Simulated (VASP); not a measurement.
## MgBCl5: relaxation of cell and atoms with PBE

Crystal: MgBCl5.

```xyz
7
Lattice="4.6088 0.0000 0.0000 0.0000 4.6088 0.0000 0.0000 0.0000 6.9105" Properties=species:S:1:pos:R:3 pbc="T T T"
Mg    0.0000    0.0000    0.0000
B     2.3044    2.3044    3.4553
Cl    2.3044    0.0000    5.4879
Cl    2.3044    0.0000    1.4227
Cl    0.0000    2.3044    5.4879
Cl    0.0000    2.3044    1.4227
Cl    0.0000    0.0000    3.4553
```

The cell was generated, and may not be a known phase.

* Program: VASP 6.6.1
* Task: relaxation of cell and atoms
* Functional: PBE
* Potentials or basis: VASP PAW PBE potentials, release 64 (Mg, B, Cl)
* Cutoff: 600 eV
* k mesh: 8 × 8 × 6
* Occupations: gaussian, width 0.1 eV
* Spin: no spin polarisation
* Dipole correction: no
* Further INCAR settings: ALGO = Normal; EDIFF = 1e-07; IBRION = 2; EDIFFG = -0.01; NSW = 100; ISIF = 3

```yaml
Relaxed_volume: 21.13 Å³/atom
Relaxed_cell: a = 4.595 Å, b = 4.595 Å, c = 7.004 Å, α = 90.00°, β = 90.00°, γ = 90.00°
Space_group_after_relaxing_to_0.1_Å: P4/mmm (No. 123)
Energy_gained_by_relaxing: 0.3 meV/atom
Ionic_steps: 7
Pressure_after_relaxing: 0.0 GPa
Largest_force_after_relaxing: 0.006 eV/Å
Band_gap_on_the_k_mesh: zero (bands 20 and 21 overlap by 0.64 eV)
```

Forces on the atoms (eV/Å):
```
Mg   0.000  0.000  0.000
B    0.000  0.000  0.000
Cl   0.000  0.000 -0.006
Cl   0.000  0.000  0.006
Cl   0.000  0.000 -0.006
Cl   0.000  0.000  0.006
Cl   0.000  0.000  0.000
```

The path:
```csv
step,energy change (eV),largest force (eV/Å),pressure (GPa),volume (Å³)
1,0.0000,0.0117,0.16,146.79
2,-0.0005,0.0172,0.05,147.25
3,-0.0006,0.0215,-0.03,147.60
4,-0.0006,0.0225,-0.05,147.67
5,-0.0008,0.0197,-0.04,147.70
6,-0.0014,0.0115,-0.03,147.77
7,-0.0018,0.0058,0.01,147.90
```

Final structure:
```
Mg B Cl
1.0
     4.59521    0.00000    0.00000
     0.00000    4.59521    0.00000
     0.00000    0.00000    7.00430
Mg B Cl
1 1 5
Direct
  0.00000 0.00000 0.00000
  0.50000 0.50000 0.50000
  0.50000 0.00000 0.79648
  0.50000 0.00000 0.20352
  0.00000 0.50000 0.79648
  0.00000 0.50000 0.20352
  0.00000 0.00000 0.50000
```

Levels at points of the mesh, in eV from the Fermi level:
| k point | band 16 | band 17 | band 18 | band 19 | band 20 | band 21 | band 22 | band 23 | band 24 |
| --- | --- | --- | --- | --- | --- | --- | --- | --- | --- |
| (0.00, 0.00, 0.00) | -0.84 | -0.84 | -0.34 | -0.34 | -0.26 | -0.10 | 2.73 | 2.96 | 2.96 |
| (0.50, 0.00, 0.00) | -1.20 | -1.00 | -0.93 | -0.68 | -0.59 | 0.36 | 2.44 | 2.46 | 3.14 |
| (0.50, 0.50, 0.00) | -0.51 | -0.51 | -0.35 | -0.24 | -0.20 | 0.19 | 3.02 | 3.02 | 3.09 |
| (0.00, 0.00, 0.50) | -0.79 | -0.79 | -0.53 | -0.38 | -0.38 | -0.21 | 2.41 | 3.07 | 3.07 |
| (0.50, 0.00, 0.50) | -1.54 | -1.17 | -0.72 | -0.53 | -0.42 | 0.48 | 2.60 | 2.92 | 2.93 |
| (0.50, 0.50, 0.50) | -0.78 | -0.28 | -0.18 | 0.16 | 0.40 | 0.40 | 2.72 | 3.23 | 3.23 |

Wall time 7.8 min on 1 thread of Intel(R) Xeon(R) 6975P-C (Granite Rapids), with other jobs on the host, peak memory 0.46 GiB.
